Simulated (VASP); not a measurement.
A run of VASP 6.6.1:

File INCAR:

```
SYSTEM = La3Hf2O3
PREC = Accurate ; ENCUT = 520
EDIFF = 1E-6 ; ISMEAR = 0
SIGMA = 0.1 ; LREAL = .FALSE.
LASPH = .TRUE. ; NELM = 100
ALGO = Normal ; ISIF = 2
LWAVE = .FALSE. ; LCHARG = .FALSE.
GGA = PE ; NBANDS = 46
```

KPOINTS

```
Automatic mesh
0
G
  6 6 6
  0 0 0
```

The input POSCAR:

```
La3Hf2O3
1.0
    3.3921568869      1.9584626918      4.0739087181
   -3.3921568869      1.9584626918      4.0739087181
    0.0000000000     -3.9169253836      4.0739087181
La Hf O
3 2 3
Direct
    0.5000000000      0.5000000000      0.0000000000
    0.0000000000      0.5000000000      0.5000000000
    0.5000000000      0.0000000000      0.5000000000
    0.1142298619      0.1142298619      0.1142298619
    0.8857701381      0.8857701381      0.8857701381
    0.0000000000      0.0000000000      0.5000000000
    0.5000000000      0.0000000000      0.0000000000
    0.0000000000      0.5000000000      0.0000000000
```

Potentials or basis: VASP PAW PBE potentials, release 64 (La, Hf_pv, O).

Command:

```bash
$ cat potpaw_PBE.64/La/POTCAR potpaw_PBE.64/Hf_pv/POTCAR potpaw_PBE.64/O/POTCAR > POTCAR
$ mpirun -np 1 vasp_std > vasp.out
```

Hardware: 1 thread of Intel(R) Xeon(R) 6975P-C (Granite Rapids) (shared host).

How long does it take, and how much memory?

Run time: 3.2 min on 1 thread of Intel(R) Xeon(R) 6975P-C (Granite Rapids), on a shared host, peak memory 0.4 GiB. Counts: scf iterations 15, k points 32.
